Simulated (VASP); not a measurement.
# CuO in VASP: further runs

Runs on CuO. Level: PBE+U. Tasks: single point.

Everything below comes from runs of VASP 6.6.1. Logs are shortened: lines on timing, memory, paths and dates and some standing lists are left out, and cuts for length are marked.

## Step 1: The cell of the first run

The typed cell holds 4 atoms: a = 2.949 Å, b = 2.949 Å, c = 5.218 Å, α = 90.00°, β = 90.00°, γ = 89.51°.

## Step 2: Single point, PBE+U, collinear spin

The input, INCAR:

```
SYSTEM = CuO
  PREC = Accurate
  ENCUT = 520
  EDIFF = 1E-6
  ISMEAR = 0
  SIGMA = 0.05
  LREAL = .False.
  LASPH = .True.
  NELM = 150
  ALGO = Normal
  ISIF = 2
  LWAVE = .False.
  LCHARG = .False.
  ISPIN = 2
  MAGMOM = 1 -1 0 0
  LORBIT = 11
  LMAXMIX = 4
  LDAU = .True.
  LDAUTYPE = 2
  LDAUL = 2 -1
  LDAUU = 4 0
  LDAUJ = 0 0
  LDAUPRINT = 1
  GGA = PE
  NBANDS = 29
```

The input, KPOINTS:

```
regular mesh
0
Gamma
  5 5 3
  0 0 0
```

The input, POSCAR:

```
CuO
1.0
    2.0872091905     -2.0760605443      0.1652846383
    2.0872091905      2.0760605443      0.1652846383
   -0.4124906359      0.0000000000      5.2015957572
Cu O
2 2
Direct
    0.0000000000      0.5000000000      0.0000000000
    0.5000000000      0.0000000000      0.5000000000
    0.5000352668      0.4999647332      0.2500000000
    0.4999647332      0.5000352668      0.7500000000
```

Potentials or basis: VASP PAW PBE potentials, release 64 (Cu, O).

Run with:

```console
$ cat potpaw_PBE.64/Cu/POTCAR potpaw_PBE.64/O/POTCAR > POTCAR
$ mpirun -np 1 vasp_std > vasp.out
```

OUTCAR:

```text
SYSTEM = CuO
   PREC = Accurate
   ENCUT = 520
   EDIFF = 1E-6
   ISMEAR = 0
   LREAL = .False.
   LASPH = .True.
   NELM = 150
   ISIF = 2
   ISPIN = 2
   LORBIT = 11
   GGA = PE

 ion  position               nearest neighbor table
   1  0.000  0.500  0.000-   3 1.97   4 1.97   3 1.97   4 1.97
   2  0.500  0.000  0.500-   3 1.97   4 1.97   4 1.97   3 1.97
   3  0.500  0.500  0.250-   1 1.97   2 1.97   2 1.97   1 1.97
   4  0.500  0.500  0.750-   1 1.97   2 1.97   1 1.97   2 1.97

  LATTYP: Found a base centered monoclinic cell.
 ALAT       =     4.1874867004
 B/A-ratio  =     0.9915544539
 C/A-ratio  =     1.2460757284
 COS(beta)  =    -0.0001107893

  Lattice vectors:

 A1 = (   2.0872091905,  -2.0760605443,   0.1652846383)
 A2 = (   2.0872091905,   2.0760605443,   0.1652846383)
 A3 = (  -0.4124906359,   0.0000000000,   5.2015957572)

Analysis of symmetry for initial positions (statically):
=====================================================================
 Subroutine PRICEL returns:
 Original cell was already a primitive cell.

 Routine SETGRP: Setting up the symmetry group for a
 base centered monoclinic supercell.

 Subroutine GETGRP returns: Found  4 space group operations
 (whereof  2 operations were pure point group operations)
 out of a pool of  4 trial point group operations.

The static configuration has the point symmetry S_2 .
 The point group associated with its full space group is C_2h.

Analysis of symmetry for dynamics (positions and initial velocities):
=====================================================================
 Subroutine PRICEL returns:
 Original cell was already a primitive cell.

 Routine SETGRP: Setting up the symmetry group for a
 base centered monoclinic supercell.

 Subroutine GETGRP returns: Found  4 space group operations
 (whereof  2 operations were pure point group operations)
 out of a pool of  4 trial point group operations.

The dynamic configuration has the point symmetry S_2 .
 The point group associated with its full space group is C_2h.

Analysis of structural, dynamic, and magnetic symmetry:
=====================================================================
 Subroutine PRICEL returns:
 Original cell was already a primitive cell.

 Routine SETGRP: Setting up the symmetry group for a
 base centered monoclinic supercell.

 Subroutine GETGRP returns: Found  4 space group operations
 (whereof  2 operations were pure point group operations)
 out of a pool of  4 trial point group operations.

The overall configuration has the point symmetry S_2 .
 The point group associated with its full space group is C_2h.

 Subroutine INISYM returns: Found  4 space group operations
 (whereof  2 operations are pure point group operations),
 and found     1 'primitive' translations

----------------------------------------------------------------------------------------

                                     Primitive cell

  volume of cell :      45.3619

  direct lattice vectors                    reciprocal lattice vectors
     2.087209190 -2.076060544  0.165284638     0.238059371 -0.240840760  0.018878295
     2.087209190  2.076060544  0.165284638     0.238059371  0.240840760  0.018878295
    -0.412490636  0.000000000  5.201595757    -0.015129033  0.000000000  0.191048951

  length of vectors
     2.948523122  2.948523122  5.217925540     0.339165043  0.339165043  0.191647044

  position of ions in fractional coordinates (direct lattice)
     1.000000000  0.500000000  0.000000000
     0.500000000  1.000000000  0.500000000
     0.500035267  0.499964733  0.250000000
     0.499964733  0.500035267  0.750000000

[... 146 lines left out ...]
  o =  0.9680  v = -0.0563  0.7095  0.0960  0.6938 -0.0545  0.0000  0.0000  0.0000  0.0000  0.0000      0.0000  0.0000  0.0000  0.0000  0.0000  0.0000  0.0000  0.0000  0.0000  0.0000
  o =  0.9704  v =  0.0000  0.0000  0.0000  0.0000  0.0000  0.0562 -0.7080 -0.0962 -0.6951  0.0554      0.0000  0.0000  0.0000  0.0000  0.0000  0.0000  0.0000  0.0000  0.0000  0.0000
  o =  0.9715  v =  0.0000  0.0000  0.0000  0.0000  0.0000 -0.0048 -0.0003 -0.0062 -0.0787 -0.9969      0.0000  0.0000  0.0000  0.0000  0.0000  0.0000  0.0000  0.0000  0.0000  0.0000
  o =  0.9756  v =  0.4625  0.0365  0.8776 -0.1210  0.0024  0.0000  0.0000  0.0000  0.0000  0.0000      0.0000  0.0000  0.0000  0.0000  0.0000  0.0000  0.0000  0.0000  0.0000  0.0000
  o =  0.9775  v =  0.0000  0.0000  0.0000  0.0000  0.0000  0.4506  0.0355  0.8837 -0.1218  0.0019      0.0000  0.0000  0.0000  0.0000  0.0000  0.0000  0.0000  0.0000  0.0000  0.0000
  o =  1.0168  v =  0.0554 -0.7003  0.0969  0.7028 -0.0562  0.0000  0.0000  0.0000  0.0000  0.0000      0.0000  0.0000  0.0000  0.0000  0.0000  0.0000  0.0000  0.0000  0.0000  0.0000

atom =   2  type =  1  l = 2

 onsite density matrix

spin component  1

  0.9464  0.0195 -0.0119  0.0233 -0.0019
  0.0195  0.7012 -0.0382 -0.2687  0.0215
 -0.0119 -0.0382  0.9648 -0.0370  0.0029
  0.0233 -0.2687 -0.0370  0.7016  0.0216
 -0.0019  0.0215  0.0029  0.0216  0.9698

spin component  2

  0.9521 -0.0032 -0.0125 -0.0002  0.0000
 -0.0032  0.9918  0.0023  0.0241 -0.0019
 -0.0125  0.0023  0.9695  0.0032 -0.0003
 -0.0002  0.0241  0.0032  0.9921 -0.0020
  0.0000 -0.0019 -0.0003 -0.0020  0.9676

 occupancies and eigenvectors

  o =  0.4241  v =  0.0555 -0.7018 -0.0967 -0.7014  0.0560  0.0000  0.0000  0.0000  0.0000  0.0000      0.0000  0.0000  0.0000  0.0000  0.0000  0.0000  0.0000  0.0000  0.0000  0.0000
  o =  0.9403  v =  0.8892  0.0706  0.4477 -0.0614  0.0064  0.0000  0.0000  0.0000  0.0000  0.0000      0.0000  0.0000  0.0000  0.0000  0.0000  0.0000  0.0000  0.0000  0.0000  0.0000
  o =  0.9454  v =  0.0000  0.0000  0.0000  0.0000  0.0000  0.8831  0.0701  0.4596 -0.0631  0.0055      0.0000  0.0000  0.0000  0.0000  0.0000  0.0000  0.0000  0.0000  0.0000  0.0000
  o =  0.9675  v =  0.0000  0.0000  0.0000  0.0000  0.0000 -0.0038  0.0004  0.0060  0.0782  0.9969      0.0000  0.0000  0.0000  0.0000  0.0000  0.0000  0.0000  0.0000  0.0000  0.0000
  o =  0.9680  v =  0.0000  0.0000  0.0000  0.0000  0.0000  0.0563 -0.7095  0.0960  0.6938 -0.0545      0.0000  0.0000  0.0000  0.0000  0.0000  0.0000  0.0000  0.0000  0.0000  0.0000
  o =  0.9704  v = -0.0562  0.7080 -0.0962 -0.6951  0.0554  0.0000  0.0000  0.0000  0.0000  0.0000      0.0000  0.0000  0.0000  0.0000  0.0000  0.0000  0.0000  0.0000  0.0000  0.0000
  o =  0.9715  v =  0.0048  0.0003 -0.0062 -0.0787 -0.9969  0.0000  0.0000  0.0000  0.0000  0.0000      0.0000  0.0000  0.0000  0.0000  0.0000  0.0000  0.0000  0.0000  0.0000  0.0000
  o =  0.9756  v =  0.0000  0.0000  0.0000  0.0000  0.0000  0.4625  0.0365 -0.8776  0.1210 -0.0024      0.0000  0.0000  0.0000  0.0000  0.0000  0.0000  0.0000  0.0000  0.0000  0.0000
  o =  0.9775  v =  0.4506  0.0355 -0.8837  0.1218 -0.0019  0.0000  0.0000  0.0000  0.0000  0.0000      0.0000  0.0000  0.0000  0.0000  0.0000  0.0000  0.0000  0.0000  0.0000  0.0000
  o =  1.0168  v =  0.0000  0.0000  0.0000  0.0000  0.0000 -0.0554  0.7003  0.0969  0.7028 -0.0562      0.0000  0.0000  0.0000  0.0000  0.0000  0.0000  0.0000  0.0000  0.0000  0.0000

 number of electron      34.0000026 magnetization       0.0000000

 Free energy of the ion-electron system (eV)
  ---------------------------------------------------
  ext. energy  EPLUGINS =         0.00000000
  ---------------------------------------------------
  free energy    TOTEN  =       -17.30880770 eV

  energy without entropy =      -17.30880770  energy(sigma->0) =      -17.30880770

 E-fermi :   4.5659     XC(G=0): -11.1267

 val. band max:        4.2229193970   @ k =   0.0000   0.0000   0.0000
 cond. band min:       4.7872956350   @ k =  -0.2000  -0.0000   0.3333
 fundamental gap:      0.5643762381
 Fermi energy:         4.5658796382

 spin component 1

 k-point     1 :       0.0000    0.0000    0.0000
  band No.  band energies     occupation
      1     -14.7277      1.00000
      2     -13.4559      1.00000
      3      -3.5164      1.00000
      4      -2.3618      1.00000
      5      -0.5128      1.00000
      6      -0.4959      1.00000
[... 757 lines left out ...]
     28      23.0426      0.00000
     29      23.4461      0.00000
 Fermi energy:         4.5658796382

 spin component 2

 k-point     1 :       0.0000    0.0000    0.0000
  band No.  band energies     occupation
      1     -14.7277      1.00000
      2     -13.4559      1.00000
      3      -3.5164      1.00000
      4      -2.3618      1.00000
      5      -0.5128      1.00000
      6      -0.4959      1.00000
[... 757 lines left out ...]
     28      23.0426      0.00000
     29      23.4461      0.00000

------------------------ aborting loop because EDIFF is reached ----------------------------------------

  FORCE on cell =-STRESS in cart. coord.  units (eV):
  Direction    XX          YY          ZZ          XY          YZ          ZX
  --------------------------------------------------------------------------------------
  -------------------------------------------------------------------------------------
  Total       -0.8612823     -0.8441650     -0.8820230      0.0000000      0.0000000      0.0011524
  in kB      -30.4203908    -29.8158079    -31.1529477      0.0000000      0.0000000      0.0407038
  external PRESSURE =     -30.4630488 kB  Pullay stress =       0.0000000 kB

 VOLUME and BASIS-vectors are now :
 -----------------------------------------------------------------------------
  energy-cutoff  :      520.00
  volume of cell :       45.36
      direct lattice vectors                 reciprocal lattice vectors
     2.087209190 -2.076060544  0.165284638     0.238059371 -0.240840760  0.018878295
     2.087209190  2.076060544  0.165284638     0.238059371  0.240840760  0.018878295
    -0.412490636  0.000000000  5.201595757    -0.015129033  0.000000000  0.191048951

 POSITION                                       TOTAL-FORCE (eV/Angst)
 -----------------------------------------------------------------------------------
      1.04360      1.03803      0.08264        -0.000000      0.000000      0.000000
      0.83736     -1.03803      2.68344        -0.000000      0.000000      0.000000
      1.98409     -0.00015      1.46568         0.000000     -0.000050     -0.000000
      1.77784      0.00015      4.06648        -0.000000      0.000050      0.000000
 -----------------------------------------------------------------------------------
    total drift:                                0.000000      0.000000     -0.000000

  FREE ENERGIE OF THE ION-ELECTRON SYSTEM (eV)
  ---------------------------------------------------
  free  energy   TOTEN  =       -17.3088077031 eV

  energy  without entropy=      -17.3088077031  energy(sigma->0) =      -17.30880770

 total charge

# of ion       s       p       d       tot
------------------------------------------
    1        0.378   0.371   9.137   9.886
    2        0.378   0.371   9.137   9.886
    3        1.560   3.412   0.000   4.972
    4        1.560   3.412   0.000   4.972
--------------------------------------------------
tot          3.876   7.565  18.274  29.715

 magnetization (x)

# of ion       s       p       d       tot
------------------------------------------
    1       -0.008  -0.006   0.589   0.576
    2        0.008   0.006  -0.589  -0.576
    3        0.000   0.000   0.000   0.000
    4        0.000   0.000   0.000   0.000
--------------------------------------------------
tot          0.000   0.000   0.000   0.000
```

Wall time 42 s (1 thread of Intel Xeon Platinum 8488C (Sapphire Rapids), shared host); peak memory 0.19 GiB.

Results:

- Free energy: -17.3088 eV
- Pressure: -3.0 GPa
- Band gap on the k mesh: 0.56 eV (least direct gap 0.83 eV)
- Net moment: 0.00 μB per cell
- Site moments: Cu +0.58, -0.58; O +0.00 μB
- Valence electrons inside the program's atomic spheres: Cu 9.89; O 4.97

Stress tensor (GPa, compression positive):
```
-3.04  0.00  0.00
 0.00 -2.98  0.00
 0.00  0.00 -3.12
```

Eigenvalues of the final occupation matrices:
```tsv
site	spin	trace	eigenvalues
site 1 d	1	4.87	0.95 0.97 0.97 0.98 1.02
site 1 d	2	4.28	0.42 0.94 0.97 0.97 0.98
site 2 d	1	4.28	0.42 0.94 0.97 0.97 0.98
site 2 d	2	4.87	0.95 0.97 0.97 0.98 1.02
```

Caveat: the k points lie up to 0.43 Å⁻¹ apart; semilocal functionals underestimate gaps, and a narrow one can read as zero. A k mesh can miss the band edges.

## Step 3: Single point, PBE+U, collinear spin, ferromagnetic start (11.27 Å³/atom)

This run uses another cell than the first one, of 11.27 Å³/atom.

The input, INCAR:

```
  ALGO = Normal
  EDIFF = 1E-7
  ENCUT = 520
  GGA = PE
  ISIF = 2
  ISMEAR = 0
  ISPIN = 2
  LASPH = True
  LCHARG = False
  LDAU = True
  LDAUJ = 0 0
  LDAUL = 2 -1
  LDAUPRINT = 1
  LDAUTYPE = 2
  LDAUU = 4 0
  LMAXMIX = 4
  LORBIT = 11
  LREAL = False
  LWAVE = False
  MAGMOM = 0.63 0.63 0.35 0.35
  NBANDS = 29
  NELM = 150
  PREC = Accurate
  SIGMA = 0.05
```

The input, KPOINTS:

```
k-points
0
Gamma
  8 8 4
```

The input, POSCAR:

```
CuO
1.0
    2.0993865720     -2.0547073023      0.1656406839
    2.0993865720      2.0547073023      0.1656406839
   -0.4133459451      0.0000000000      5.1932345699
Cu O
2 2
Direct
    0.0000000000      0.5000000000      0.0000000000
    0.5000000000      0.0000000000      0.5000000000
    0.5001797794      0.4998202206      0.2500000000
    0.4998202206      0.5001797794      0.7500000000
```

Potentials or basis: VASP PAW PBE potentials, release 64 (Cu, O).

Run with:

```console
$ cat potpaw_PBE.64/Cu/POTCAR potpaw_PBE.64/O/POTCAR > POTCAR
$ mpirun -np 1 vasp_std > vasp.out
```

It took 2.6 min on 1 thread of Intel Xeon Platinum 8488C (Sapphire Rapids), shared host; peak memory 0.27 GiB.

The run converged. Its results:

```
Free energy                                           : -17.2452 eV
Pressure                                              : -1.9 GPa
Net moment                                            : 1.95 μB per cell
Site moments                                          : Cu +0.63; O +0.31 μB
Valence electrons inside the program's atomic spheres : Cu 9.89; O 4.98
```

Stress tensor (GPa, compression positive):
```
-1.98  0.00  0.02
 0.00 -1.76  0.00
 0.02  0.00 -2.06
```

Levels at points of the mesh, in eV from the Fermi level:
Spin up:
```tsv
k point	band 15	band 16	band 17	band 18	band 19	band 20	band 21	band 22
(0.00, 0.00, 0.00)	-3.01	-2.20	-0.33	-0.28	1.24	6.37	7.16	13.20
(0.50, 0.00, 0.00)	-2.94	-2.00	-0.71	-0.47	3.94	5.92	6.61	11.09
(0.50, 0.50, 0.00)	-3.92	-2.42	-2.36	0.16	2.56	7.45	9.56	9.98
(0.00, 0.00, 0.50)	-2.11	-2.11	-0.92	-0.92	3.40	3.40	11.65	11.65
(0.50, 0.00, 0.50)	-3.31	-2.46	-1.45	-0.31	4.62	5.86	8.50	8.76
(0.50, 0.50, 0.50)	-2.65	-2.65	-1.93	-1.93	4.25	4.25	10.47	10.47
```
Spin down:
| k point | band 14 | band 15 | band 16 | band 17 | band 18 | band 19 |
| --- | --- | --- | --- | --- | --- | --- |
| (0.00, 0.00, 0.00) | -2.51 | -2.50 | -1.60 | 1.49 | 1.69 | 1.76 |
| (0.50, 0.00, 0.00) | -2.50 | -2.40 | -1.45 | 1.43 | 1.65 | 3.95 |
| (0.50, 0.50, 0.00) | -3.46 | -1.88 | -1.82 | -0.20 | 2.33 | 2.51 |
| (0.00, 0.00, 0.50) | -3.04 | -1.57 | -1.57 | 1.30 | 1.30 | 3.69 |
| (0.50, 0.00, 0.50) | -2.88 | -2.38 | -1.93 | 0.82 | 1.69 | 4.74 |
| (0.50, 0.50, 0.50) | -2.38 | -2.11 | -2.11 | 0.78 | 0.78 | 4.23 |

Eigenvalues of the final occupation matrices:
| site | spin | trace | eigenvalues |
| --- | --- | --- | --- |
| site 1 d | 1 | 4.89 | 0.95 0.97 0.97 0.98 1.02 |
| site 1 d | 2 | 4.26 | 0.42 0.94 0.96 0.97 0.97 |
| site 2 d | 1 | 4.89 | 0.95 0.97 0.97 0.98 1.02 |
| site 2 d | 2 | 4.26 | 0.42 0.94 0.96 0.97 0.97 |

The state reached can hang on the start; a lower one may exist.

(Part 1 of 2 ends here.)

The gap in the log of VASP goes by the Fermi energy; the results here count the filled bands.